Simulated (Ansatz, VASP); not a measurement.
## Two plane-wave programs on PbSe

INCAR

```
SYSTEM = PbSe
PREC = Accurate
ENCUT = 520
EDIFF = 1E-7
ISMEAR = 0
SIGMA = 0.1
LREAL = .FALSE.
LASPH = .TRUE.
NELM = 60
ALGO = Normal
ISIF = 2
LWAVE = .FALSE.
LCHARG = .TRUE.
GGA = PS
LELF = .TRUE.
LVHAR = .TRUE.
NBANDS = 17
```

Contents of KPOINTS:

```
regular mesh
0
G
  12 12 12
  0 0 0
```

The input POSCAR:

```
PbSe
1.0
    0.0000000000      2.9924978642      2.9924978642
    2.9924978642      0.0000000000      2.9924978642
    2.9924978642      2.9924978642      0.0000000000
Se Pb
1 1
Direct
    0.5000000000      0.5000000000      0.5000000000
    0.0000000000      0.0000000000      0.0000000000
```

Input for Ansatz:

```yaml
crystal:
  lattice:
    - [0.0, 2.9924978642, 2.9924978642]
    - [2.9924978642, 0.0, 2.9924978642]
    - [2.9924978642, 2.9924978642, 0.0]
  atoms:
    - { symbol: Se, position: [0.5, 0.5, 0.5] }
    - { symbol: Pb, position: [0.0, 0.0, 0.0] }
basis:
  ecutwfc: 420
kpoints:
  mp_grid: { grid: [12, 12, 12] }
hamiltonian:
  xc: pbesol
scf:
  occupations: { method: gaussian, width: 0.1 }
output:
  forces: true
  stress: true
  eigenvalues: true
```

Alike in both runs: task single point; functional PBEsol; k mesh 12 × 12 × 12; occupations gaussian, width 0.1 eV; no spin polarisation.

```csv
,VASP,Ansatz
version,VASP 6.6.1,Ansatz 0.2.0
potentials or method,"VASP PAW PBE potentials, release 64 (Se, Pb_d), cutoff 520 eV","scalar-relativistic, plane waves, PAW"
valence electrons in the cell,20,30
```

```csv
,VASP,Ansatz,Ansatz less VASP
gap on the k mesh at the Fermi level (eV),0.05,0.05,+0.004
least direct gap on the mesh (eV),0.05,0.05,+0.004
pressure (GPa),3.6,3.6,-0.01
```

VASP's potentials were made for PBE, not for PBEsol. The functional is the same, so the differences come from potentials, cutoffs and numerics. VASP's potentials hold 20 valence electrons a cell and Ansatz's 30, so a difference there can come from the potentials and not from the codes.

Spin-orbit coupling is off throughout.
